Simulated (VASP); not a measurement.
Input of a VASP 6.6.1 run:

Contents of INCAR:

```
SYSTEM = Al
  PREC = Accurate
  ENCUT = 600
  EDIFF = 1E-8
  ISMEAR = 0
  SIGMA = 0.4
  LREAL = .False.
  LASPH = .True.
  NELM = 80
  ALGO = Normal
  ISIF = 3
  LWAVE = .False.
  LCHARG = .False.
  GGA = PE
  NBANDS = 8
  IBRION = 6
  NFREE = 2
  POTIM = 0.015
  NSW = 1
```

KPOINTS

```
Automatic mesh
0
Gamma
  16 16 16
  0 0 0
```

File POSCAR:

```
Al
1.0
    0.0000000000      2.0212379194      2.0212379194
    2.0212379194      0.0000000000      2.0212379194
    2.0212379194      2.0212379194      0.0000000000
Al
1
Direct
    0.0000000000      0.0000000000      0.0000000000
```

Potentials or basis: VASP PAW PBE potentials, release 64 (Al).

Launch:

```bash
$ cat potpaw_PBE.64/Al/POTCAR > POTCAR
$ mpirun -np 1 vasp_std > vasp.out
```

Q: What does it give for the elastic constants C11, C12, C44?

A: 124, 54, 44 GPa.

Q: Predict the Voigt bulk modulus.

A: 78 GPa.

Elastic tensor in Voigt notation (GPa, in the Cartesian axes of the cell as first typed):
```
124  54  54   0   0   0
 54 124  54   0   0   0
 54  54 124   0   0   0
  0   0   0  44   0   0
  0   0   0   0  44   0
  0   0   0   0   0  44
```
